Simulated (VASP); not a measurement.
**TePb (zincblende type): single point with PBE**

TePb (zincblende type):

```
Pb Te
1.0
     0.00000    3.53917    3.53917
     3.53917    0.00000    3.53917
     3.53917    3.53917    0.00000
Pb Te
1 1
Direct
  0.00000 0.00000 0.00000
  0.25000 0.25000 0.25000
```

- Program: VASP 6.6.1
- Task: single point
- Functional: PBE
- Potentials or basis: VASP PAW PBE potentials, release 64 (Pb_d, Te)
- Cutoff: 520 eV
- k mesh: 11 × 11 × 11
- Occupations: fermi-dirac, width 0.08 eV
- Spin: no spin polarisation

```
Pressure               : 3.2 GPa
Band gap on the k mesh : 0.47 eV (least direct gap 1.12 eV)
```

Levels at points of the mesh, in eV from the valence-band top:
```csv
k point,band 7,band 8,band 9,band 10,band 11,band 12,band 13,band 14
"(0.00, 0.00, 0.00)",-5.96,-1.63,-1.63,-1.63,1.47,1.47,1.47,4.08
```

It took 86 s on 1 thread of Intel(R) Xeon(R) Platinum 8259CL CPU @ 2.50GHz (Skylake/Cascade Lake) (shared host), peak memory 0.28 GiB.

Caveat: the cell stands under pressure; spin-orbit coupling is left out, which moves the levels of the heavy elements; an odd mesh through Γ misses points on the zone boundary, where band edges can lie.
